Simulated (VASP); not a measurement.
# Ag (Im-3m) in VASP: further runs

The runs below take Ag through single point, with r2SCANh, r2SCAN50, PBE, r2SCAN.

Everything below comes from runs of VASP 6.6.1. Logs are shortened: lines on timing, memory, paths and dates and some standing lists are left out, and cuts for length are marked.

## (1) The cell of the first run

The structure is cubic, space group Im-3m (No. 229). The conventional cell has a = 3.311 Å, b = 3.311 Å, c = 3.311 Å, α = 90.00°, β = 90.00°, γ = 90.00°. Ag (site symmetry m-3m) has 14 Ag at 2.87 to 3.31 Å within 3.8 Å.

## (2) Single point, r2SCANh

Input file POSCAR:

```
Ag
1.0
   -1.6556540000      1.6556540000      1.6556540000
    1.6556540000     -1.6556540000      1.6556540000
    1.6556540000      1.6556540000     -1.6556540000
Ag
1
Direct
    0.0000000000      0.0000000000      0.0000000000
```

Input file INCAR.step1:

```
SYSTEM = Ag
PREC = Accurate ; ENCUT = 520
EDIFF = 1E-5 ; ISMEAR = -1
SIGMA = 0.05 ; LREAL = .FALSE.
LASPH = .TRUE. ; NELM = 60
ALGO = Normal ; ISIF = 2
LWAVE = .TRUE. ; LCHARG = .FALSE.
GGA = PE ; NBANDS = 12
```

Input file INCAR.step2:

```
SYSTEM = Ag
PREC = Accurate ; ENCUT = 520
EDIFF = 1E-6 ; ISMEAR = -1
SIGMA = 0.05 ; LREAL = .FALSE.
LASPH = .TRUE. ; NELM = 60
ALGO = Normal ; ISIF = 2
LWAVE = .FALSE. ; LCHARG = .FALSE.
METAGGA = R2SCAN ; LHFCALC = .TRUE.
AEXX = 0.1 ; LMIXTAU = .TRUE.
PRECFOCK = Normal ; ISTART = 1
NBANDS = 12
```

Input file KPOINTS:

```
regular mesh
0
G
  6 6 6
  0 0 0
```

Potentials or basis: VASP PAW PBE potentials, release 64 (Ag).

Command:

```console
> cat potpaw_PBE.64/Ag/POTCAR > POTCAR
> cp INCAR.step1 INCAR
> mpirun -np 1 vasp_std > vasp.out
> cp INCAR.step2 INCAR
> mpirun -np 1 vasp_std > vasp.out
```

OUTCAR:

```text
SYSTEM = Ag
   PREC = Accurate
   ENCUT = 520
   EDIFF = 1E-6
   ISMEAR = -1
   LREAL = .FALSE.
   LASPH = .TRUE.
   NELM = 60
   ISIF = 2
   METAGGA = R2SCAN
   LHFCALC = .TRUE.
   AEXX = 0.1
   PRECFOCK = Normal
   ISTART = 1

 ion  position               nearest neighbor table
   1  0.000  0.000  0.000-

  LATTYP: Found a body centered cubic cell.
 ALAT       =     3.3113080000

  Lattice vectors:

 A1 = (  -1.6556540000,   1.6556540000,   1.6556540000)
 A2 = (   1.6556540000,  -1.6556540000,   1.6556540000)
 A3 = (   1.6556540000,   1.6556540000,  -1.6556540000)

Analysis of symmetry for initial positions (statically):
=====================================================================
 Subroutine PRICEL returns:
 Original cell was already a primitive cell.

 Routine SETGRP: Setting up the symmetry group for a
 body centered cubic supercell.

 Subroutine GETGRP returns: Found 48 space group operations
[... 9 lines left out ...]

 Routine SETGRP: Setting up the symmetry group for a
 body centered cubic supercell.

 Subroutine GETGRP returns: Found 48 space group operations
[... 11 lines left out ...]
                                     Primitive cell

  volume of cell :      18.1538

  direct lattice vectors                    reciprocal lattice vectors
    -1.655654000  1.655654000  1.655654000     0.000000000  0.301995465  0.301995465
     1.655654000 -1.655654000  1.655654000     0.301995465  0.000000000  0.301995465
     1.655654000  1.655654000 -1.655654000     0.301995465  0.301995465  0.000000000

  length of vectors
     2.867676848  2.867676848  2.867676848     0.427086083  0.427086083  0.427086083

  position of ions in fractional coordinates (direct lattice)
     0.000000000  0.000000000  0.000000000

  ion indices of the primitive-cell ions
   primitive index   ion index
                 1           1

----------------------------------------------------------------------------------------

 KPOINTS: regular mesh

Automatic generation of k-mesh.
 Grid dimensions read from file:
 generate k-points for:    6    6    6

 Generating k-lattice:

  Cartesian coordinates                     Fractional coordinates (reciprocal lattice)
     0.000000000  0.050332578  0.050332578     0.166666667  0.000000000  0.000000000
     0.050332578  0.000000000  0.050332578     0.000000000  0.166666667  0.000000000
     0.050332578  0.050332578  0.000000000     0.000000000  0.000000000  0.166666667

  Length of vectors
     0.071181014  0.071181014  0.071181014

  Shift w.r.t. Gamma in fractional coordinates (k-lattice)
     0.000000000  0.000000000  0.000000000

 Subroutine IBZKPT returns following result:
 ===========================================

 Found     16 irreducible k-points:

 Following reciprocal coordinates:
            Coordinates               Weight
  0.000000  0.000000  0.000000      1.000000
  0.166667  0.000000  0.000000     12.000000
  0.333333  0.000000  0.000000     12.000000
  0.500000  0.000000  0.000000      6.000000
  0.166667  0.166667  0.000000     24.000000
  0.333333  0.166667  0.000000     48.000000
[... 8 lines left out ...]
  0.500000  0.500000  0.333333     12.000000
  0.500000  0.500000  0.500000      1.000000
   k-points           NKPTS =     16   k-points in BZ     NKDIM =    216   number of bands    NBANDS=     12
   number of dos      NEDOS =    301   number of ions     NIONS =      1
   total plane-waves  NPLWV =  13824
   dimension x,y,z NGX =    24 NGY =   24 NGZ =   24
   dimension x,y,z NGXF=    48 NGYF=   48 NGZF=   48
   ions per type =               1
   NGX,Y,Z   is equivalent  to a cutoff of  13.91, 13.91, 13.91 a.u.
   NGXF,Y,Z  is equivalent  to a cutoff of  27.83, 27.83, 27.83 a.u.
 SYSTEM =  Ag
   PREC   = accura    normal or accurate (medium, high low for compatibility)
   ISTART =      1    job   : 0-new  1-cont  2-samecut
   ICHARG =      0    charge: 1-file 2-atom 10-const
   ISPIN  =      1    spin polarized calculation?
   LNONCOLLINEAR =      F non collinear calculations
   LSORBIT =      F    spin-orbit coupling
   LASPH  =      T    aspherical Exc in radial PAW
   ENCUT  =  520.0 eV  38.22 Ry    6.18 a.u.   5.33  5.33  5.33*2*pi/ulx,y,z
   NELM   =     60;   NELMIN=  2; NELMDL=  0     # of ELM steps
   EDIFF  = 0.1E-05   stopping-criterion for ELM
   LREAL  =      F    real-space projection
   EDIFFG = 0.1E-04   stopping-criterion for IOM
   NSW    =      0    number of steps for IOM
   IBRION =     -1    ionic relax: 0-MD 1-quasi-New 2-CG
   NFREE  =      0    steps in history (QN), initial steepest desc. (CG)
   ISIF   =      2    stress and relaxation
   ISYM   =      3    0-nonsym 1-usesym 2-fastsym
   POTIM  = 0.5000    time-step for ionic-motion
   TEBEG  =    0.0;   TEEND  =   0.0 temperature during run
   PSTRESS=    0.0 pullay stress
   NELECT =      11.0000    total number of electrons
   NUPDOWN=      -1.0000    fix difference up-down
   EMIN   =  10.00;   EMAX   =-10.00  energy-range for DOS
   EFERMI =   0.00;   METHOD = LEGACY
   ISMEAR =    -1;   SIGMA  =   0.05  broadening in eV -4-tet -1-fermi 0-gaus
   EFERMI_NEDOS =   21; number of points for ismear=-14 and -15
   IALGO  =     38    algorithm
   IMIX   =      1    mixing-type and parameters
     AMIX     =   0.40;   BMIX     =  1.00
     AMIX_MAG =   1.60;   BMIX_MAG =  1.00
  volume/ion in A,a.u.               =      18.15       122.51
  Fermi-wavevector in a.u.,A,eV,Ry     =   1.385318  2.617871 26.111022  1.919106
  Thomas-Fermi vector in A             =   2.509739
   LORBIT       =      0    0 simple, 1 ext, 2 COOP (PROOUT), +10 PAW based schemes
   METAGGA = R2SCAN    functional components
   LHFCALC =     T    Hartree Fock is set to
   PRECFOCK=normal    Normal, Fast or Accurate (Low or Medium for compatibility)
   ENCUT4O =  -1.0   cutoff for four orbital integrals eV
   NKREDX  =     1    reduce k-point grid by
   NKREDY  =     1    reduce k-point grid by
   NKREDZ  =     1    reduce k-point grid by
   AEXX    =    0.1000 exact exchange contribution
   HFSCREEN=    0.0000 screening length (either q_TF or 0.3 A-1)
   HFSCREENC=   0.0000 screening length for correlation (either q_TF or 0.3 A-1)
   ENCUTFOCK=  -1.0 apply spherical cutoff to Coloumb kernel
   IVDW    =     0    specifies the selected vdW correction
   LEPSILON=     F    determine dielectric tensor
   LRPA    =     F    only Hartree local field effects (RPA)
 non-spin polarized calculation
  energy-cutoff  :      520.00
  volume of cell :       18.15
 maximum number of plane-waves:       500
 NGX is ok and might be reduce to    24
  NGX = 16; NGY = 16; NGZ = 16

 number of electron      11.0000001 magnetization

 Free energy of the ion-electron system (eV)
  ---------------------------------------------------
  ext. energy  EPLUGINS =         0.00000000
  ---------------------------------------------------
  free energy    TOTEN  =       -19.51431481 eV

  energy without entropy =      -19.49943620  energy(sigma->0) =      -19.50687551

 E-fermi :   7.7399     XC(G=0): -11.3989

 val. band max:        7.6274051019   @ k =   0.5000   0.0000   0.0000
 cond. band min:       7.7765319332   @ k =   0.3333   0.1667   0.0000
 fundamental gap:      0.1491268313
 Fermi energy:         7.7398574804

 k-point     1 :       0.0000    0.0000    0.0000
  band No.  band energies     occupation
      1      -0.4347      2.00000
      2       1.8405      2.00000
      3       1.8405      2.00000
      4       1.8405      2.00000
      5       3.0742      2.00000
      6       3.0742      2.00000
      7      26.4523      0.00000
      8      26.4523      0.00000
      9      26.4523      0.00000
     10      32.1564      0.00000
     11      32.1564      0.00000
     12      32.1564      0.00000

 k-point     2 :       0.1667    0.0000    0.0000
  band No.  band energies     occupation
      1       0.4063      2.00000
      2       1.6495      2.00000
      3       1.9493      2.00000
      4       2.3238      2.00000
      5       2.9227      2.00000
      6       3.0936      2.00000
      7      23.3348      0.00000
      8      25.4464      0.00000
      9      26.8954      0.00000
     10      28.5090      0.00000
     11      28.9658      0.00000
     12      29.8567      0.00000

 k-point     3 :       0.3333    0.0000    0.0000
  band No.  band energies     occupation
      1       0.7619      2.00000
      2       1.2863      2.00000
      3       2.9406      2.00000
      4       3.1552      2.00000
      5       3.4265      2.00000
      6       4.2071      2.00000
      7      16.6026      0.00000
      8      22.7432      0.00000
      9      24.3521      0.00000
     10      27.6334      0.00000
     11      28.7694      0.00000
     12      32.8964      0.00000
[... 166 lines left out ...]
 k-point    15 :       0.5000    0.5000    0.3333
  band No.  band energies     occupation
      1       0.8161      2.00000
      2       0.9476      2.00000
      3       2.9903      2.00000
      4       3.2590      2.00000
      5       3.8929      2.00000
      6      12.9185      0.00000
      7      13.3335      0.00000
      8      16.5998      0.00000
      9      21.2095      0.00000
     10      23.8723      0.00000
     11      24.8550      0.00000
     12      34.8160      0.00000

 k-point    16 :       0.5000    0.5000    0.5000
  band No.  band energies     occupation
      1       0.5034      2.00000
      2       0.5034      2.00000
      3       3.8351      2.00000
      4       3.8352      2.00000
      5       3.8352      2.00000
      6      15.0260      0.00000
      7      15.0260      0.00000
      8      15.0260      0.00000
      9      20.6002      0.00000
     10      21.3603      0.00000
     11      21.3603      0.00000
     12      35.7304      0.00000

------------------------ aborting loop because EDIFF is reached ----------------------------------------

  FORCE on cell =-STRESS in cart. coord.  units (eV):
  Direction    XX          YY          ZZ          XY          YZ          ZX
  --------------------------------------------------------------------------------------
  -------------------------------------------------------------------------------------
  Total       -0.3685369     -0.3685369     -0.3685369      0.0000000      0.0000000      0.0000000
  in kB      -32.5254129    -32.5254129    -32.5254129      0.0000000      0.0000000      0.0000000
  external PRESSURE =     -32.5254129 kB  Pullay stress =       0.0000000 kB

 VOLUME and BASIS-vectors are now :
 -----------------------------------------------------------------------------
  energy-cutoff  :      520.00
  volume of cell :       18.15
      direct lattice vectors                 reciprocal lattice vectors
    -1.655654000  1.655654000  1.655654000     0.000000000  0.301995465  0.301995465
     1.655654000 -1.655654000  1.655654000     0.301995465  0.000000000  0.301995465
     1.655654000  1.655654000 -1.655654000     0.301995465  0.301995465  0.000000000

 POSITION                                       TOTAL-FORCE (eV/Angst)
 -----------------------------------------------------------------------------------
      0.00000      0.00000      0.00000         0.000000      0.000000      0.000000
 -----------------------------------------------------------------------------------
    total drift:                               -0.000000     -0.000000     -0.000000

  FREE ENERGIE OF THE ION-ELECTRON SYSTEM (eV)
  ---------------------------------------------------
  free  energy   TOTEN  =       -19.5143148089 eV

  energy  without entropy=      -19.4994362017  energy(sigma->0) =      -19.50687551
```

It took 4.8 min on 1 thread of Intel Xeon Platinum 8375C at 2.90GHz (Ice Lake), shared host; peak memory 0.15 GiB.

Results:

- Free energy: -19.5143 eV
- Pressure: -3.3 GPa

Caveat: the k points lie up to 0.45 Å⁻¹ apart; the PAW data sets were made with another functional, which shifts forces and pressure a little.

## (3) Single point, r2SCAN50

POSCAR is that of step 2.

Input file INCAR.step1:

```
SYSTEM = Ag
ALGO = Normal ; EDIFF = 1E-5
ENCUT = 520 ; GGA = PE
ISIF = 2 ; ISMEAR = -1
LASPH = .True. ; LREAL = .False.
LWAVE = .True. ; NBANDS = 12
NELM = 100 ; PREC = Accurate
SIGMA = 0.05
```

Input file INCAR.step2:

```
SYSTEM = Ag
AEXX = 0.5 ; ALGO = Normal
EDIFF = 1E-6 ; ENCUT = 520
ISIF = 2 ; ISMEAR = -1
ISTART = 1 ; LASPH = .True.
LCHARG = .True. ; LELF = .True.
LHFCALC = .True. ; LMIXTAU = .True.
LREAL = .False. ; LVHAR = .True.
LWAVE = .False. ; METAGGA = R2SCAN
NBANDS = 12 ; NELM = 100
PREC = Accurate ; PRECFOCK = Normal
SIGMA = 0.05
```

Input file KPOINTS:

```
k-points
0
Gamma
  6 6 6
  0 0 0
```

Potentials or basis: VASP PAW PBE potentials, release 64 (Ag).

Command:

```console
> cat potpaw_PBE.64/Ag/POTCAR > POTCAR
> cp INCAR.step1 INCAR
> mpirun -np 1 vasp_std > vasp.out
> cp INCAR.step2 INCAR
> mpirun -np 1 vasp_std > vasp.out
```

It took 6.8 min on 1 thread of Intel Xeon Platinum 8375C at 2.90GHz (Ice Lake), shared host; peak memory 0.16 GiB.

The run converged. Its results:

```
Free energy : -12.7838 eV
Pressure    : -1.8 GPa
```

Levels at points of the mesh, in eV from the Fermi level:
| k point | band 3 | band 4 | band 5 | band 6 | band 7 | band 8 |
| --- | --- | --- | --- | --- | --- | --- |
| (0.00, 0.00, 0.00) | -8.77 | -8.77 | -7.46 | -7.46 | 20.32 | 20.32 |
| (0.50, 0.00, 0.00) | -7.47 | -7.27 | -6.25 | -0.66 | 5.36 | 15.50 |
| (0.50, 0.50, 0.50) | -6.52 | -6.52 | -6.52 | 8.83 | 8.83 | 8.83 |

Caveat: the k points lie up to 0.45 Å⁻¹ apart; the PAW data sets were made with another functional, which shifts forces and pressure a little.

## (4) Single point, PBE

Input file INCAR:

```
SYSTEM = Ag
ALGO = Normal ; EDIFF = 1E-6
ENCUT = 500 ; GGA = PE
GGA_COMPAT = .False. ; ISIF = 2
ISMEAR = 0 ; LASPH = .True.
LCHARG = .False. ; LREAL = .False.
LWAVE = .False. ; NBANDS = 12
NELM = 120 ; PREC = Accurate
SIGMA = 0.028000000000000004
```

Input file KPOINTS:

```
k-points
0
Gamma
  11 11 11
  0 0 0
```

POSCAR is that of step 3.

Command:

```console
> cat potpaw_PBE.64/Ag/POTCAR > POTCAR
> mpirun -np 1 vasp_std > vasp.out
```

Wall time 8.1 s (1 thread of AMD EPYC 7R13 (Zen 3), shared host); peak memory 0.11 GiB.

Results (log left out):

| Quantity | Value |
| --- | --- |
| Free energy | -2.6935 eV |
| Pressure | -0.9 GPa |

Levels at points of the mesh, in eV from the Fermi level:
| k point | band 4 | band 5 | band 6 | band 7 | band 8 | band 9 |
| --- | --- | --- | --- | --- | --- | --- |
| (0.00, 0.00, 0.00) | -4.66 | -3.46 | -3.46 | 17.78 | 17.78 | 17.78 |

## (5) Single point, r2SCAN (volume scaled by 1.02)

Input file POSCAR:

```
Ag
1.0
   -1.6666189156      1.6666189156      1.6666189156
    1.6666189156     -1.6666189156      1.6666189156
    1.6666189156      1.6666189156     -1.6666189156
Ag
1
Direct
    0.0000000000      0.0000000000      0.0000000000
```

Input file INCAR.step1:

```
PREC = Accurate
ENCUT = 550
ISMEAR = -1
SIGMA = 0.05
LREAL = False
LASPH = True
NELM = 120
NBANDS = 12
GGA = PE
ALGO = Normal
EDIFF = 1E-5
LWAVE = True
LCHARG = False
GGA_COMPAT = False
```

Input file INCAR.step2:

```
PREC = Accurate
ENCUT = 550
EDIFF = 1E-6
ISMEAR = -1
SIGMA = 0.05
LREAL = False
LASPH = True
NELM = 120
ALGO = Normal
ISIF = 2
LWAVE = False
LCHARG = False
METAGGA = R2SCAN
LMIXTAU = True
NBANDS = 12
ISTART = 1
GGA_COMPAT = False
```

Input file KPOINTS:

```
regular mesh
0
Gamma
  11 11 11
```

Command:

```console
> cat potpaw_PBE.64/Ag/POTCAR > POTCAR
> cp INCAR.step1 INCAR
> mpirun -np 1 vasp_std > vasp.out
> cp INCAR.step2 INCAR
> mpirun -np 1 vasp_std > vasp.out
```

Wall time 52 s (1 thread of Intel Xeon 8259CL, shared host); peak memory 0.15 GiB.

Results (log left out):

```yaml
Free_energy: -21.3169 eV
Pressure: -5.2 GPa
```

Levels at points of the mesh, in eV from the Fermi level:
```csv
k point,band 4,band 5,band 6,band 7,band 8,band 9
"(0.00, 0.00, 0.00)",-4.95,-3.77,-3.77,18.39,18.39,18.39
```

Caveat: the PAW data sets were made with another functional, which shifts forces and pressure a little.

## (6) Overview

```csv
level,cell,k mesh,cutoff (eV),smearing,grid for exact exchange (PRECFOCK),gap on the mesh (eV),pressure (GPa)
r2SCANh,"a = 2.868 Å, angles 109.5°, 1 atom",6 × 6 × 6,520,fermi-dirac 0.05 eV,Normal,none,-3.3
r2SCAN50,"a = 2.868 Å, angles 109.5°, 1 atom",6 × 6 × 6,520,fermi-dirac 0.05 eV,Normal,none,-1.8
PBE,"a = 2.868 Å, angles 109.5°, 1 atom",11 × 11 × 11,500,gaussian 0.028 eV,-,none,-0.9
r2SCAN,"a = 2.887 Å, angles 109.5°, 1 atom",11 × 11 × 11,550,fermi-dirac 0.05 eV,-,none,-5.2
```

Alike in all rows: task single point; potentials or basis VASP PAW PBE potentials, release 64 (Ag); no spin polarisation.

Caveats: some runs use coarse meshes; the PAW data sets were made with another functional, which shifts forces and pressure a little (some runs).

Absolute energies hang on the potentials; compare differences alone.
